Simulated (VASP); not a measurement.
# GaN (R3m) in VASP: notebook

Runs on GaN. Level: r2SCAN. Tasks: single point.

All numbers are computed with VASP 6.6.1; they aren't measurements. Logs are shortened: lines on timing, memory, paths and dates and some standing lists are left out, and cuts for length are marked.

### 1 The cell of the first run

Symmetry: R3m, No. 160, trigonal system. Conventional cell: a = 3.187 Å, b = 3.187 Å, c = 7.806 Å, α = 90.00°, β = 90.00°, γ = 120.00°. Within 2.6 Å of Ga (site symmetry 3m) lie 4 N at 1.93 to 2.03 Å. N (site symmetry 3m) has 4 Ga at 1.93 to 2.03 Å within 2.6 Å.

### 2 Single point, r2SCAN

Input file POSCAR:

```
GaN
1.0
    0.0000000000      2.2535006075      2.2535006075
    2.2535006075      0.0000000000      2.2535006075
    2.2535006075      2.2535006075      0.0000000000
Ga N
1 1
Direct
    0.0096075568      0.0096075568      0.0096075568
    0.7500000000      0.7500000000      0.7500000000
```

Input file INCAR.step1:

```
SYSTEM = GaN
PREC = Accurate ; ENCUT = 1460
ISMEAR = 0 ; SIGMA = 0.2
LREAL = .FALSE. ; LASPH = .TRUE.
NELM = 120 ; NBANDS = 16
GGA = PE ; ALGO = Normal
EDIFF = 1E-5 ; LWAVE = .TRUE.
LCHARG = .FALSE. ; GGA_COMPAT = .FALSE.
```

Input file INCAR.step2:

```
SYSTEM = GaN
PREC = Accurate ; ENCUT = 1460
EDIFF = 1E-6 ; ISMEAR = 0
SIGMA = 0.2 ; LREAL = .FALSE.
LASPH = .TRUE. ; NELM = 120
ALGO = Normal ; ISIF = 2
LWAVE = .FALSE. ; LCHARG = .FALSE.
METAGGA = R2SCAN ; LMIXTAU = .TRUE.
NBANDS = 16 ; ISTART = 1
GGA_COMPAT = .FALSE.
```

Input file KPOINTS:

```
regular mesh
0
G
  10 10 10
  0 0 0
```

Potentials or basis: VASP PAW PBE potentials, release 64 (Ga_d, N_h).

Started as:

```bash
cat potpaw_PBE.64/Ga_d/POTCAR potpaw_PBE.64/N_h/POTCAR > POTCAR
cp INCAR.step1 INCAR
mpirun -np 1 vasp_std > vasp.out
cp INCAR.step2 INCAR
mpirun -np 1 vasp_std > vasp.out
```

OUTCAR:

```text
SYSTEM = GaN
   PREC = Accurate
   ENCUT = 1460
   EDIFF = 1E-6
   ISMEAR = 0
   LREAL = .FALSE.
   LASPH = .TRUE.
   NELM = 120
   ISIF = 2
   METAGGA = R2SCAN
   ISTART = 1

 ion  position               nearest neighbor table
   1  0.010  0.010  0.010-   2 1.93   2 1.93   2 1.93   2 2.03
   2  0.750  0.750  0.750-   1 1.93   1 1.93   1 1.93   1 2.03

  LATTYP: Found a face centered cubic cell.
 ALAT       =     4.5070012150

  Lattice vectors:

 A1 = (   0.0000000000,   2.2535006075,   2.2535006075)
 A2 = (   2.2535006075,   0.0000000000,   2.2535006075)
 A3 = (   2.2535006075,   2.2535006075,   0.0000000000)

Analysis of symmetry for initial positions (statically):
=====================================================================
 Subroutine PRICEL returns:
 Original cell was already a primitive cell.

 Routine SETGRP: Setting up the symmetry group for a
 face centered cubic supercell.

 Subroutine GETGRP returns: Found  6 space group operations
 (whereof  6 operations were pure point group operations)
 out of a pool of 48 trial point group operations.

The static configuration has the point symmetry C_3v.

Analysis of symmetry for dynamics (positions and initial velocities):
=====================================================================
 Subroutine PRICEL returns:
 Original cell was already a primitive cell.

 Routine SETGRP: Setting up the symmetry group for a
 face centered cubic supercell.

 Subroutine GETGRP returns: Found  6 space group operations
 (whereof  6 operations were pure point group operations)
 out of a pool of 48 trial point group operations.

The dynamic configuration has the point symmetry C_3v.

 Subroutine INISYM returns: Found  6 space group operations
 (whereof  6 operations are pure point group operations),
 and found     1 'primitive' translations

----------------------------------------------------------------------------------------

                                     Primitive cell

  volume of cell :      22.8877

  direct lattice vectors                    reciprocal lattice vectors
     0.000000000  2.253500607  2.253500607    -0.221877020  0.221877020  0.221877020
     2.253500607  0.000000000  2.253500607     0.221877020 -0.221877020  0.221877020
     2.253500607  2.253500607  0.000000000     0.221877020  0.221877020 -0.221877020

  length of vectors
     3.186931122  3.186931122  3.186931122     0.384302272  0.384302272  0.384302272

  position of ions in fractional coordinates (direct lattice)
     0.009607557  0.009607557  0.009607557
     0.750000000  0.750000000  0.750000000

  ion indices of the primitive-cell ions
   primitive index   ion index
                 1           1
                 2           2

----------------------------------------------------------------------------------------

 KPOINTS: regular mesh

Automatic generation of k-mesh.
 Grid dimensions read from file:
 generate k-points for:   10   10   10

 Generating k-lattice:

  Cartesian coordinates                     Fractional coordinates (reciprocal lattice)
    -0.022187702  0.022187702  0.022187702     0.100000000  0.000000000  0.000000000
     0.022187702 -0.022187702  0.022187702     0.000000000  0.100000000  0.000000000
     0.022187702  0.022187702 -0.022187702     0.000000000  0.000000000  0.100000000

  Length of vectors
     0.038430227  0.038430227  0.038430227

  Shift w.r.t. Gamma in fractional coordinates (k-lattice)
     0.000000000  0.000000000  0.000000000

 Subroutine IBZKPT returns following result:
 ===========================================

 Found    116 irreducible k-points:

 Following reciprocal coordinates:
            Coordinates               Weight
  0.000000  0.000000  0.000000      1.000000
  0.100000  0.000000  0.000000      6.000000
  0.100000  0.100000  0.100000      2.000000
  0.200000  0.000000  0.000000      6.000000
  0.200000  0.200000  0.200000      2.000000
  0.300000  0.000000  0.000000      6.000000
[... 16 lines left out ...]
  0.100000  0.100000 -0.400000      6.000000
  0.500000  0.400000  0.500000      6.000000
 [... further k-points ...]
   k-points           NKPTS =    116   k-points in BZ     NKDIM =    116   number of bands    NBANDS=     16
   number of dos      NEDOS =    301   number of ions     NIONS =      2
   total plane-waves  NPLWV =  64000
   dimension x,y,z NGX =    40 NGY =   40 NGZ =   40
   dimension x,y,z NGXF=    80 NGYF=   80 NGZF=   80
   ions per type =               1   1
   NGX,Y,Z   is equivalent  to a cutoff of  20.87, 20.87, 20.87 a.u.
   NGXF,Y,Z  is equivalent  to a cutoff of  41.73, 41.73, 41.73 a.u.
 SYSTEM =  GaN
   PREC   = accura    normal or accurate (medium, high low for compatibility)
   ISTART =      1    job   : 0-new  1-cont  2-samecut
   ICHARG =      0    charge: 1-file 2-atom 10-const
   ISPIN  =      1    spin polarized calculation?
   LNONCOLLINEAR =      F non collinear calculations
   LSORBIT =      F    spin-orbit coupling
   LASPH  =      T    aspherical Exc in radial PAW
   ENCUT  = 1460.0 eV 107.31 Ry   10.36 a.u.   9.93  9.93  9.93*2*pi/ulx,y,z
   NELM   =    120;   NELMIN=  2; NELMDL=  0     # of ELM steps
   EDIFF  = 0.1E-05   stopping-criterion for ELM
   LREAL  =      F    real-space projection
   EDIFFG = 0.1E-04   stopping-criterion for IOM
   NSW    =      0    number of steps for IOM
   IBRION =     -1    ionic relax: 0-MD 1-quasi-New 2-CG
   NFREE  =      0    steps in history (QN), initial steepest desc. (CG)
   ISIF   =      2    stress and relaxation
   ISYM   =      2    0-nonsym 1-usesym 2-fastsym
   POTIM  = 0.5000    time-step for ionic-motion
   TEBEG  =    0.0;   TEEND  =   0.0 temperature during run
   PSTRESS=    0.0 pullay stress
   NELECT =      18.0000    total number of electrons
   NUPDOWN=      -1.0000    fix difference up-down
   EMIN   =  10.00;   EMAX   =-10.00  energy-range for DOS
   EFERMI =   0.00;   METHOD = LEGACY
   ISMEAR =     0;   SIGMA  =   0.20  broadening in eV -4-tet -1-fermi 0-gaus
   EFERMI_NEDOS =   21; number of points for ismear=-14 and -15
   IALGO  =     38    algorithm
   IMIX   =      4    mixing-type and parameters
     AMIX     =   0.40;   BMIX     =  1.00
     AMIX_MAG =   1.60;   BMIX_MAG =  1.00
  volume/ion in A,a.u.               =      11.44        77.23
  Fermi-wavevector in a.u.,A,eV,Ry     =   1.511117  2.855596 31.068543  2.283473
  Thomas-Fermi vector in A             =   2.621216
   LORBIT       =      0    0 simple, 1 ext, 2 COOP (PROOUT), +10 PAW based schemes
   METAGGA = R2SCAN    functional components
   LHFCALC =     F    Hartree Fock is set to
   AEXX    =    0.0000 exact exchange contribution
   IVDW    =     0    specifies the selected vdW correction
   LEPSILON=     F    determine dielectric tensor
   LRPA    =     F    only Hartree local field effects (RPA)
 non-spin polarized calculation
 Gauss-broadening in eV      SIGMA  =   0.20
  energy-cutoff  :     1460.00
  volume of cell :       22.89
 maximum number of plane-waves:      2914
   NGX = 19   NGY = 19   NGZ = 19

 number of electron      18.0000001 magnetization

 Free energy of the ion-electron system (eV)
  ---------------------------------------------------
  ext. energy  EPLUGINS =         0.00000000
  ---------------------------------------------------
  free energy    TOTEN  =       -21.86889960 eV

  energy without entropy =      -21.86889960  energy(sigma->0) =      -21.86889960

 E-fermi :   6.2385     XC(G=0): -12.6251

 val. band max:        5.4591250184   @ k =   0.0000   0.0000   0.0000
 cond. band min:       7.4315668831   @ k =   0.0000   0.0000   0.0000
 fundamental gap:      1.9724418647
 Fermi energy:         6.2384721870

 k-point     1 :       0.0000    0.0000    0.0000
  band No.  band energies     occupation
      1     -11.4373      2.00000
      2      -8.5420      2.00000
      3      -8.5420      2.00000
      4      -8.4900      2.00000
      5      -8.1786      2.00000
      6      -8.1786      2.00000
[... 8 lines left out ...]
     15      24.8249      0.00000
     16      25.1410      0.00000

 k-point     2 :       0.1000    0.0000    0.0000
  band No.  band energies     occupation
      1     -11.3256      2.00000
      2      -8.5259      2.00000
      3      -8.5185      2.00000
      4      -8.4603      2.00000
      5      -8.1802      2.00000
      6      -8.1796      2.00000
[... 8 lines left out ...]
     15      23.6279      0.00000
     16      23.7587      0.00000

 k-point     3 :       0.1000    0.1000    0.1000
  band No.  band energies     occupation
      1     -11.3316      2.00000
      2      -8.5292      2.00000
      3      -8.5292      2.00000
      4      -8.4472      2.00000
      5      -8.1796      2.00000
      6      -8.1796      2.00000
[... 8 lines left out ...]
     15      23.7172      0.00000
     16      23.7172      0.00000

 k-point     4 :       0.2000    0.0000    0.0000
  band No.  band energies     occupation
      1     -11.0394      2.00000
      2      -8.4875      2.00000
      3      -8.4728      2.00000
      4      -8.3150      2.00000
      5      -8.1791      2.00000
      6      -8.1779      2.00000
[... 8 lines left out ...]
     15      22.7260      0.00000
     16      22.8542      0.00000
[... 324 lines left out ...]
 k-point    22 :       0.5000    0.1000    0.0000
  band No.  band energies     occupation
      1     -10.4192      2.00000
      2      -8.4256      2.00000
      3      -8.4037      2.00000
      4      -8.1598      2.00000
      5      -8.1312      2.00000
      6      -7.0088      2.00000
[... 8 lines left out ...]
     15      24.7633      0.00000
     16      26.3161      0.00000

 k-point    23 :       0.1000    0.1000   -0.4000
  band No.  band energies     occupation
      1     -10.4203      2.00000
      2      -8.4210      2.00000
      3      -8.4070      2.00000
      4      -8.1598      2.00000
      5      -8.1272      2.00000
      6      -7.0122      2.00000
[... 8 lines left out ...]
     15      25.2089      0.00000
     16      25.9759      0.00000

 k-point    24 :       0.5000    0.4000    0.5000
  band No.  band energies     occupation
      1     -10.4666      2.00000
      2      -8.4490      2.00000
      3      -8.4304      2.00000
      4      -8.1668      2.00000
      5      -8.1380      2.00000
      6      -7.0300      2.00000
[... 8 lines left out ...]
     15      25.0057      0.00000
     16      26.5603      0.00000

 [... further k-points ...]

------------------------ aborting loop because EDIFF is reached ----------------------------------------

  FORCE on cell =-STRESS in cart. coord.  units (eV):
  Direction    XX          YY          ZZ          XY          YZ          ZX
  --------------------------------------------------------------------------------------
  -------------------------------------------------------------------------------------
  Total        0.0612381      0.0612381      0.0612381     -0.2993999     -0.2993999     -0.2993999
  in kB        4.2867615      4.2867615      4.2867615    -20.9584490    -20.9584490    -20.9584490
  external PRESSURE =       4.2867615 kB  Pullay stress =       0.0000000 kB

 VOLUME and BASIS-vectors are now :
 -----------------------------------------------------------------------------
  energy-cutoff  :     1460.00
  volume of cell :       22.89
      direct lattice vectors                 reciprocal lattice vectors
     0.000000000  2.253500607  2.253500607    -0.221877020  0.221877020  0.221877020
     2.253500607  0.000000000  2.253500607     0.221877020 -0.221877020  0.221877020
     2.253500607  2.253500607  0.000000000     0.221877020  0.221877020 -0.221877020

 POSITION                                       TOTAL-FORCE (eV/Angst)
 -----------------------------------------------------------------------------------
      0.04330      0.04330      0.04330        -0.457701     -0.457701     -0.457701
      3.38025      3.38025      3.38025         0.457701      0.457701      0.457701
 -----------------------------------------------------------------------------------
    total drift:                               -0.000767     -0.000767     -0.000767

  FREE ENERGIE OF THE ION-ELECTRON SYSTEM (eV)
  ---------------------------------------------------
  free  energy   TOTEN  =       -21.8688996031 eV

  energy  without entropy=      -21.8688996030  energy(sigma->0) =      -21.86889960
```

Run time: 5.3 min. Hardware: 1 thread of AMD EPYC 9R45 (Zen 5), shared host; peak memory 0.38 GiB.

What came out:

| Property | Result |
| --- | --- |
| Free energy | -21.8689 eV |
| Pressure | 0.4 GPa |
| Largest force | 0.793 eV/Å |
| Band gap on the k mesh | 1.97 eV |

Forces in eV/Å, atoms in the order of the input:
```
Ga  -0.458 -0.458 -0.458
N    0.458  0.458  0.458
```

Caveat: the cell differs from its parent crystal (all Ga atoms moved -0.075 Å, as atom 1 towards its neighbour atom 2 (N) at 1.952 Å); the PAW data sets were made with another functional, which shifts forces and pressure a little.

(Part 1 of 2 ends here.)
